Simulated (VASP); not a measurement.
A run of VASP 6.6.1 is set up as follows.

File INCAR:

```
SYSTEM = MoRu2
  ALGO = Normal
  EDIFF = 1E-6
  ENCUT = 520
  GGA = PE
  ISIF = 2
  ISMEAR = 0
  ISPIN = 2
  LASPH = .True.
  LCHARG = .False.
  LMAXMIX = 4
  LORBIT = 11
  LREAL = .False.
  LWAVE = .False.
  MAGMOM = 1 1 1
  NBANDS = 32
  NELM = 150
  PREC = Accurate
  SIGMA = 0.1
```

File KPOINTS:

```
k-points
0
Gamma
  6 6 6
  0 0 0
```

Contents of POSCAR:

```
MoRu2
1.0
    0.0000000000      2.9382648299      2.9382648299
    2.9382648299      0.0000000000      2.9382648299
    2.9382648299      2.9382648299      0.0000000000
Mo Ru
1 2
Direct
    0.0000000000      0.0000000000      0.0000000000
    0.7500000000      0.7500000000      0.7500000000
    0.2500000000      0.2500000000      0.2500000000
```

Potentials or basis: VASP PAW PBE potentials, release 64 (Mo_sv, Ru_pv).

Run with:

```sh
$ cat potpaw_PBE.64/Mo_sv/POTCAR potpaw_PBE.64/Ru_pv/POTCAR > POTCAR
$ mpirun -np 1 vasp_std > vasp.out
```

Q: Estimate the pressure.

A: 0.6 GPa.

Q: What does it give for the band gap on the k mesh?

A: Zero (filled and empty bands overlap).

Q: Estimate the net moment.

A: 0.00 μB per cell.
